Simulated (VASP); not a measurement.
Wanted: the native input for a VASP 6.6.1 run.

```yaml
Task: single point
Functional: PBE
Potentials_or_basis: VASP PAW PBE potentials, release 64 (Al, N)
Cutoff: 520 eV
k_mesh: 13 × 13 × 7
Occupations: fermi-dirac, width 0.05 eV
Spin: no spin polarisation
Dipole_correction: no
Further_INCAR_settings: ALGO = Normal; EDIFF = 1e-06; NBANDS = 16
```

The structure of AlN (wurtzite type) lies in POSCAR:

```
AlN
1.0
    2.9467070697      0.0000000000      0.0000000000
   -1.4733535348      2.5519231799      0.0000000000
    0.0000000000      0.0000000000      3.6239332711
Al N
2 2
Direct
    0.3333333333      0.6666666667     -0.0619996272
    0.6666666667      0.3333333333      0.4380003728
    0.3333333333      0.6666666667      0.4379996272
    0.6666666667      0.3333333333      0.9379996272
```

This cell differs from its parent crystal: volume scaled by 0.64.

The input as run:

INCAR

```
SYSTEM = AlN
PREC = Accurate ; ENCUT = 520
EDIFF = 1E-6 ; ISMEAR = -1
SIGMA = 0.05 ; LREAL = .False.
LASPH = .True. ; NELM = 80
ALGO = Normal ; ISIF = 2
LWAVE = .False. ; LCHARG = .True.
GGA = PE ; LELF = .True.
LVHAR = .True. ; NBANDS = 16
```

KPOINTS

```
Automatic mesh
0
Gamma
  13 13 7
  0 0 0
```

Potentials or basis: VASP PAW PBE potentials, release 64 (Al, N).

The run is started by

```sh
$ cat potpaw_PBE.64/Al/POTCAR potpaw_PBE.64/N/POTCAR > POTCAR
$ mpirun -np 1 vasp_std > vasp.out
```

Results of the run:

```
Pressure               : 162.4 GPa
Band gap on the k mesh : 4.71 eV, indirect (least direct gap 5.84 eV)
```

Wall time 22 s on 1 thread of Intel Xeon 6975P-C, with other jobs on the host, peak memory 0.16 GiB.
